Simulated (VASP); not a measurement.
Wanted: the native input for a VASP 6.6.1 run.

```
Task                   : single point
Functional             : PBE
Potentials or basis    : VASP PAW PBE potentials, release 64 (Ag)
Cutoff                 : 520 eV
k mesh                 : 14 × 14 × 14
Occupations            : fermi-dirac, width 0.05 eV
Spin                   : no spin polarisation
Dipole correction      : no
Further INCAR settings : ALGO = Normal; EDIFF = 1e-06; NBANDS = 18
```

The structure of Ag lies in POSCAR:

```
Ag
1.0
    0.0000000000      3.1098358051      3.1098358051
    3.1098358051      0.0000000000      3.1098358051
    3.1098358051      3.1098358051      0.0000000000
Ag
2
Direct
    0.0000000000      0.0000000000      0.0000000000
    0.2500000000      0.2500000000      0.2500000000
```

This isn't the form of Ag at room conditions, which is fcc.

These files were run (other wordings do the same):

INCAR

```
PREC = Accurate ; ENCUT = 520
EDIFF = 1E-6 ; ISMEAR = -1
SIGMA = 0.05 ; LREAL = F
LASPH = T ; NELM = 100
ALGO = Normal ; ISIF = 2
LWAVE = F ; LCHARG = T
GGA = PE ; LELF = T
LVHAR = T ; NBANDS = 18
```

KPOINTS

```
Automatic mesh
0
Gamma
  14 14 14
```

Potentials or basis: VASP PAW PBE potentials, release 64 (Ag).

The run is started by

```bash
$ cat potpaw_PBE.64/Ag/POTCAR > POTCAR
$ mpirun -np 1 vasp_std > vasp.out
```

It gave:

* Pressure: 0.0 GPa
* Band gap on the k mesh: zero (bands 11 and 12 overlap by 0.95 eV)

Run time: 60 s on 1 thread of Intel(R) Xeon(R) Platinum 8488C (Sapphire Rapids), with other jobs on the host, peak memory 0.26 GiB.
